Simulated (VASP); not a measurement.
# IrRh2 (P-6m2) in VASP: further runs

IrRh2 is run at these levels: PBE; tasks: single point, relaxation of cell and atoms.

Program: VASP 6.6.1. These are calculated values, not measurements. Logs are shortened: lines on timing, memory, paths and dates and some standing lists are left out, and cuts for length are marked.

**1. The cell of the first run**

The structure is hexagonal, space group P-6m2 (No. 187). The conventional cell has a = 2.698 Å, b = 2.698 Å, c = 13.120 Å, α = 90.00°, β = 90.00°, γ = 120.00°. Within 3.5 Å of Ir (site symmetry 3m) lie 6 Rh at 2.68 Å and 6 Ir at 2.70 Å. Rh (site symmetry -6m2) has 12 Rh at 2.68 to 2.70 Å within 3.5 Å. Rh (site symmetry 3m) has 3 Ir at 2.68 Å and 9 Rh at 2.68 to 2.70 Å within 3.5 Å. Within 3.5 Å of Rh (site symmetry -6m2) lie 6 Ir at 2.68 Å and 6 Rh at 2.70 Å.

**2. Single point, PBE**

Input file INCAR:

```
PREC     = Accurate       # precision mode
ENCUT    = 520            # plane-wave cutoff, eV
EDIFF    = 1E-7           # SCF threshold, eV
ISMEAR   = 0              # smearing method
SIGMA    = 0.1            # smearing width, eV
LREAL    = False          # projectors in reciprocal space
LASPH    = True           # aspherical terms in the spheres
NELM     = 80             # most SCF steps
ALGO     = Normal         # electronic algorithm
ISIF     = 2              # what is computed and relaxed
LWAVE    = False          # write WAVECAR
LCHARG   = False          # write CHGCAR
GGA      = PE             # functional
NBANDS   = 48             # bands
```

Input file KPOINTS:

```
regular mesh
0
Gamma
  6 6 2
```

Input file POSCAR:

```
IrRh2
1.0
    2.6977066300      0.0000000000      0.0000000000
   -1.3488533100      2.3362824700      0.0000000000
    0.0000000000      0.0000000000     13.1196164000
Ir Rh
2 4
Direct
    0.6666666700      0.3333333300      0.3333333300
    0.6666666700      0.3333333300      0.6666666700
    0.6666666700      0.3333333300      0.0000000000
    0.3333333300      0.6666666700      0.8333333300
    0.3333333300      0.6666666700      0.1666666700
    0.3333333300      0.6666666700      0.5000000000
```

Potentials or basis: VASP PAW PBE potentials, release 64 (Ir, Rh_pv).

Started as:

```sh
$ cat potpaw_PBE.64/Ir/POTCAR potpaw_PBE.64/Rh_pv/POTCAR > POTCAR
$ mpirun -np 1 vasp_std > vasp.out
```

OUTCAR:

```text
PREC = Accurate
   ENCUT = 520
   EDIFF = 1E-7
   ISMEAR = 0
   LREAL = False
   LASPH = True
   NELM = 80
   ISIF = 2
   GGA = PE

 ion  position               nearest neighbor table
   1  0.667  0.333  0.333-   5 2.68   5 2.68   5 2.68   6 2.68   6 2.68   6 2.68
   2  0.667  0.333  0.667-   4 2.68   4 2.68   4 2.68   6 2.68   6 2.68   6 2.68
   3  0.667  0.333  0.000-   4 2.68   5 2.68   4 2.68   5 2.68   4 2.68   5 2.68
   4  0.333  0.667  0.833-   2 2.68   2 2.68   2 2.68   3 2.68   3 2.68   3 2.68
   5  0.333  0.667  0.167-   1 2.68   1 2.68   1 2.68   3 2.68   3 2.68   3 2.68
   6  0.333  0.667  0.500-   1 2.68   2 2.68   1 2.68   2 2.68   1 2.68   2 2.68

  LATTYP: Found a hexagonal cell.
 ALAT       =     2.6977066300
 C/A-ratio  =     4.8632480100

  Lattice vectors:

 A1 = (   2.6977066300,   0.0000000000,   0.0000000000)
 A2 = (  -1.3488533100,   2.3362824700,   0.0000000000)
 A3 = (   0.0000000000,   0.0000000000,  13.1196164000)

Analysis of symmetry for initial positions (statically):
=====================================================================
 Subroutine PRICEL returns:
 Original cell was already a primitive cell.

 Routine SETGRP: Setting up the symmetry group for a
 hexagonal supercell.

 Subroutine GETGRP returns: Found 12 space group operations
 (whereof 12 operations were pure point group operations)
 out of a pool of 24 trial point group operations.

The static configuration has the point symmetry D_3h.

Analysis of symmetry for dynamics (positions and initial velocities):
=====================================================================
 Subroutine PRICEL returns:
 Original cell was already a primitive cell.

 Routine SETGRP: Setting up the symmetry group for a
 hexagonal supercell.

 Subroutine GETGRP returns: Found 12 space group operations
 (whereof 12 operations were pure point group operations)
 out of a pool of 24 trial point group operations.

The dynamic configuration has the point symmetry D_3h.

 Subroutine INISYM returns: Found 12 space group operations
 (whereof 12 operations are pure point group operations),
 and found     1 'primitive' translations

----------------------------------------------------------------------------------------

                                     Primitive cell

  volume of cell :      82.6878

  direct lattice vectors                    reciprocal lattice vectors
     2.697706630  0.000000000  0.000000000     0.370685229  0.214015216  0.000000000
    -1.348853310  2.336282470  0.000000000     0.000000000  0.428030434  0.000000000
     0.000000000  0.000000000 13.119616400     0.000000000  0.000000000  0.076221741

  length of vectors
     2.697706630  2.697706624 13.119616400     0.428030433  0.428030434  0.076221741

  position of ions in fractional coordinates (direct lattice)
     0.666666670  0.333333330  0.333333330
     0.666666670  0.333333330  0.666666670
     0.666666670  0.333333330  0.000000000
     0.333333330  0.666666670  0.833333330
     0.333333330  0.666666670  0.166666670
     0.333333330  0.666666670  0.500000000

  ion indices of the primitive-cell ions
   primitive index   ion index
                 1           1
                 2           2
                 3           3
                 4           4
                 5           5
                 6           6

----------------------------------------------------------------------------------------

 KPOINTS: regular mesh

Automatic generation of k-mesh.
 Grid dimensions read from file:
 generate k-points for:    6    6    2

 Generating k-lattice:

  Cartesian coordinates                     Fractional coordinates (reciprocal lattice)
     0.061780872  0.035669203  0.000000000     0.166666667  0.000000000  0.000000000
     0.000000000  0.071338406  0.000000000     0.000000000  0.166666667  0.000000000
     0.000000000  0.000000000  0.038110870     0.000000000  0.000000000  0.500000000

  Length of vectors
     0.071338406  0.071338406  0.038110870

  Shift w.r.t. Gamma in fractional coordinates (k-lattice)
     0.000000000  0.000000000  0.000000000

 Subroutine IBZKPT returns following result:
 ===========================================

 Found     14 irreducible k-points:

 Following reciprocal coordinates:
            Coordinates               Weight
  0.000000  0.000000  0.000000      1.000000
  0.166667 -0.000000  0.000000      6.000000
  0.333333  0.000000  0.000000      6.000000
  0.500000 -0.000000  0.000000      3.000000
  0.166667  0.166667  0.000000      6.000000
  0.333333  0.166667  0.000000     12.000000
  0.333333  0.333333  0.000000      2.000000
  0.000000  0.000000  0.500000      1.000000
  0.166667 -0.000000  0.500000      6.000000
  0.333333  0.000000  0.500000      6.000000
  0.500000 -0.000000  0.500000      3.000000
  0.166667  0.166667  0.500000      6.000000
  0.333333  0.166667  0.500000     12.000000
  0.333333  0.333333  0.500000      2.000000
   k-points           NKPTS =     14   k-points in BZ     NKDIM =     14   number of bands    NBANDS=     48
   number of dos      NEDOS =    301   number of ions     NIONS =      6
   total plane-waves  NPLWV =  39200
   dimension x,y,z NGX =    20 NGY =   20 NGZ =   98
   dimension x,y,z NGXF=    40 NGYF=   40 NGZF=  196
   ions per type =               2   4
   NGX,Y,Z   is equivalent  to a cutoff of  12.32, 12.32, 12.42 a.u.
   NGXF,Y,Z  is equivalent  to a cutoff of  24.65, 24.65, 24.84 a.u.
 SYSTEM =  unknown system
   PREC   = accura    normal or accurate (medium, high low for compatibility)
   ISTART =      0    job   : 0-new  1-cont  2-samecut
   ICHARG =      2    charge: 1-file 2-atom 10-const
   ISPIN  =      1    spin polarized calculation?
   LNONCOLLINEAR =      F non collinear calculations
   LSORBIT =      F    spin-orbit coupling
   LASPH  =      T    aspherical Exc in radial PAW
   ENCUT  =  520.0 eV  38.22 Ry    6.18 a.u.   5.02  5.02 24.39*2*pi/ulx,y,z
   NELM   =     80;   NELMIN=  2; NELMDL= -5     # of ELM steps
   EDIFF  = 0.1E-06   stopping-criterion for ELM
   LREAL  =      F    real-space projection
   EDIFFG = 0.1E-05   stopping-criterion for IOM
   NSW    =      0    number of steps for IOM
   IBRION =     -1    ionic relax: 0-MD 1-quasi-New 2-CG
   NFREE  =      0    steps in history (QN), initial steepest desc. (CG)
   ISIF   =      2    stress and relaxation
   ISYM   =      2    0-nonsym 1-usesym 2-fastsym
   POTIM  = 0.5000    time-step for ionic-motion
   TEBEG  =    0.0;   TEEND  =   0.0 temperature during run
   PSTRESS=    0.0 pullay stress
   NELECT =      78.0000    total number of electrons
   NUPDOWN=      -1.0000    fix difference up-down
   EMIN   =  10.00;   EMAX   =-10.00  energy-range for DOS
   EFERMI =   0.00;   METHOD = LEGACY
   ISMEAR =     0;   SIGMA  =   0.10  broadening in eV -4-tet -1-fermi 0-gaus
   EFERMI_NEDOS =   21; number of points for ismear=-14 and -15
   IALGO  =     38    algorithm
   IMIX   =      4    mixing-type and parameters
     AMIX     =   0.40;   BMIX     =  1.00
     AMIX_MAG =   1.60;   BMIX_MAG =  1.00
  volume/ion in A,a.u.               =      13.78        93.00
  Fermi-wavevector in a.u.,A,eV,Ry     =   1.605558  3.034064 35.073317  2.577816
  Thomas-Fermi vector in A             =   2.701885
   LORBIT       =      0    0 simple, 1 ext, 2 COOP (PROOUT), +10 PAW based schemes
   GGA     = PE    functional components
   LHFCALC =     F    Hartree Fock is set to
   AEXX    =    0.0000 exact exchange contribution
   IVDW    =     0    specifies the selected vdW correction
   LEPSILON=     F    determine dielectric tensor
   LRPA    =     F    only Hartree local field effects (RPA)
 non-spin polarized calculation
 Gauss-broadening in eV      SIGMA  =   0.10
  energy-cutoff  :      520.00
  volume of cell :       82.69
 maximum number of plane-waves:      2248
 NGX is ok and might be reduce to    20
   NGX =  9   NGY =  9   NGZ = 49

 number of electron      78.0000001 magnetization

 Free energy of the ion-electron system (eV)
  ---------------------------------------------------
  ext. energy  EPLUGINS =         0.00000000
  ---------------------------------------------------
  free energy    TOTEN  =       -46.33643686 eV

  energy without entropy =      -46.27543914  energy(sigma->0) =      -46.30593800

 E-fermi :  11.4994     XC(G=0): -14.0637

 val. band max:       11.4948943677   @ k =   0.3333   0.1667   0.0000
 cond. band min:      11.5085687388   @ k =   0.1667  -0.0000   0.5000
 fundamental gap:      0.0136743711
 Fermi energy:        11.4994228040

 k-point     1 :       0.0000    0.0000    0.0000
  band No.  band energies     occupation
      1     -35.5857      2.00000
      2     -35.4999      2.00000
      3     -35.4021      2.00000
      4     -35.0600      2.00000
      5     -35.0600      2.00000
      6     -35.0346      2.00000
[... 40 lines left out ...]
     47      11.8148      0.00001
     48      11.8148      0.00001

 k-point     2 :       0.1667   -0.0000    0.0000
  band No.  band energies     occupation
      1     -35.5422      2.00000
      2     -35.4812      2.00000
      3     -35.3958      2.00000
      4     -35.1982      2.00000
      5     -35.1429      2.00000
      6     -35.1158      2.00000
[... 40 lines left out ...]
     47      13.0318      0.00000
     48      15.6767      0.00000

 k-point     3 :       0.3333    0.0000    0.0000
  band No.  band energies     occupation
      1     -35.4802      2.00000
      2     -35.4687      2.00000
      3     -35.4435      2.00000
      4     -35.4337      2.00000
      5     -35.3745      2.00000
      6     -35.3632      2.00000
[... 550 lines left out ...]
     47      18.2568      0.00000
     48      18.3659      0.00000

 k-point    14 :       0.3333    0.3333    0.5000
  band No.  band energies     occupation
      1     -35.4417      2.00000
      2     -35.4387      2.00000
      3     -35.4279      2.00000
      4     -35.4209      2.00000
      5     -35.4150      2.00000
      6     -35.3822      2.00000
[... 40 lines left out ...]
     47      18.5143      0.00000
     48      18.5281      0.00000

------------------------ aborting loop because EDIFF is reached ----------------------------------------

  FORCE on cell =-STRESS in cart. coord.  units (eV):
  Direction    XX          YY          ZZ          XY          YZ          ZX
  --------------------------------------------------------------------------------------
  -------------------------------------------------------------------------------------
  Total        7.1346622      7.1346622      2.7122429      0.0000000      0.0000000     -0.0000000
  in kB      138.2428858    138.2428854     52.5530528      0.0000003      0.0000000     -0.0000000
  external PRESSURE =     109.6796080 kB  Pullay stress =       0.0000000 kB

 VOLUME and BASIS-vectors are now :
 -----------------------------------------------------------------------------
  energy-cutoff  :      520.00
  volume of cell :       82.69
      direct lattice vectors                 reciprocal lattice vectors
     2.697706630  0.000000000  0.000000000     0.370685229  0.214015216  0.000000000
    -1.348853310  2.336282470  0.000000000     0.000000000  0.428030434  0.000000000
     0.000000000  0.000000000 13.119616400     0.000000000  0.000000000  0.076221741

 POSITION                                       TOTAL-FORCE (eV/Angst)
 -----------------------------------------------------------------------------------
      1.34885      0.77876      4.37321         0.000000     -0.000000     -0.180084
      1.34885      0.77876      8.74641         0.000000     -0.000000      0.180084
      1.34885      0.77876      0.00000         0.000000      0.000000      0.000000
     -0.00000      1.55752     10.93301        -0.000000      0.000000     -0.034879
     -0.00000      1.55752      2.18660        -0.000000     -0.000000      0.034879
     -0.00000      1.55752      6.55981        -0.000000     -0.000000      0.000000
 -----------------------------------------------------------------------------------
    total drift:                                0.000027     -0.000016      0.000000

  FREE ENERGIE OF THE ION-ELECTRON SYSTEM (eV)
  ---------------------------------------------------
  free  energy   TOTEN  =       -46.3364368559 eV

  energy  without entropy=      -46.2754391371  energy(sigma->0) =      -46.30593800
```

It took 48 s on 1 thread of Intel Xeon 6975P-C, shared host; peak memory 0.21 GiB.

Results:

* Free energy: -46.3364 eV
* Pressure: 11.0 GPa
* Largest force: 0.180 eV/Å
* Band gap on the k mesh: zero (band 39 reaches 12.33 eV, above the bottom of band 40 at 9.93 eV)

Forces in eV/Å, atoms in the order of the input:
```
Ir   0.000  0.000 -0.180
Ir   0.000  0.000  0.180
Rh   0.000  0.000  0.000
Rh   0.000  0.000 -0.035
Rh   0.000  0.000  0.035
Rh   0.000  0.000  0.000
```

Levels at points of the mesh, in eV from the Fermi level:
```
           k point  band 38  band 39  band 40  band 41  band 42  band 43
(0.00, 0.00, 0.00)    -1.04    -1.04    -0.99    -0.99     0.03     0.03
(0.50, 0.00, 0.00)     0.73     0.83     0.84     1.30     1.38     1.38
(0.00, 0.00, 0.50)    -1.62    -0.86    -0.54    -0.49    -0.49    -0.22
(0.50, 0.00, 0.50)     0.65     0.67     0.83     1.38     1.39     2.21
```

Caveat: the k points lie up to 0.45 Å⁻¹ apart; spin-orbit coupling is left out, which moves the levels of the heavy elements.

(Continued in part 2 of 2.)
